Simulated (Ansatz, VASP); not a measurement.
Sb in VASP and in Ansatz

Contents of INCAR:

```
PREC     = Accurate       # precision mode
ENCUT    = 520            # plane-wave cutoff, eV
EDIFF    = 1E-6           # SCF threshold, eV
ISMEAR   = -1             # smearing method
SIGMA    = 0.05           # smearing width, eV
LREAL    = F              # projectors in reciprocal space
LASPH    = T              # aspherical terms in the spheres
NELM     = 60             # most SCF steps
ALGO     = Normal         # electronic algorithm
ISIF     = 2              # what is computed and relaxed
LWAVE    = F              # write WAVECAR
LCHARG   = F              # write CHGCAR
GGA      = PE             # functional
NBANDS   = 12             # bands
```

KPOINTS

```
Automatic mesh
0
Gamma
  9 9 5
```

The input POSCAR:

```
Sb
1.0
    3.3545324186      0.0000000000      0.0000000000
   -1.6772662093      2.9051102923      0.0000000000
    0.0000000000      0.0000000000      5.4701606500
Sb
2
Direct
    0.6781860000      0.3344730000      0.7515460000
    0.3209610000      0.6625660000      0.2556060000
```

File input.yaml:

```yaml
crystal:
  lattice:
    - [3.3545324186, 0.0, 0.0]
    - [-1.6772662093, 2.9051102923, 0.0]
    - [0.0, 0.0, 5.47016065]
  atoms:
    - { symbol: Sb, position: [0.678186, 0.334473, 0.751546] }
    - { symbol: Sb, position: [0.320961, 0.662566, 0.255606] }
kpoints:
  mp_grid: { grid: [9, 9, 5] }
scf:
  occupations: { method: fermi_dirac, width: 0.05 }
hamiltonian:
  xc: pbe
  pseudopotentials: { kind: all_electron, lapw: { basis_error: 0.001 } }
output:
  forces: true
  stress: true
  eigenvalues: true
  populations: true
```

Change from the starting cell: atoms moved at random, drawn with an rms of 0.05 Å.

Alike in both runs: task single point; functional PBE; k mesh 9 × 9 × 5; occupations fermi-dirac, width 0.05 eV; no spin polarisation.

|  | VASP | Ansatz |
| --- | --- | --- |
| version | VASP 6.6.1 | Ansatz 0.2.0 |
| potentials or method | VASP PAW PBE potentials, release 64 (Sb), cutoff 520 eV | all-electron LAPW, scalar-relativistic |

|  | VASP | Ansatz | Ansatz less VASP |
| --- | --- | --- | --- |
| gap on the k mesh at the Fermi level (eV) | none | none | - |
| pressure (GPa) | 1.4 | 1.5 | +0.15 |
| traceless stress, the component that is largest in VASP (GPa) | -0.21 | -0.21 | -0.001 |
| rms of the force components (eV/Å) | 0.021 | 0.022 | 0.0000 |

Atom by atom the forces differ by 0.000 eV/Å (rms over components). A gap of «none» marks a metal or a gap that the smearing closes. Ansatz ran all-electron here, and VASP with PAW potentials.

Spin-orbit coupling is off throughout.
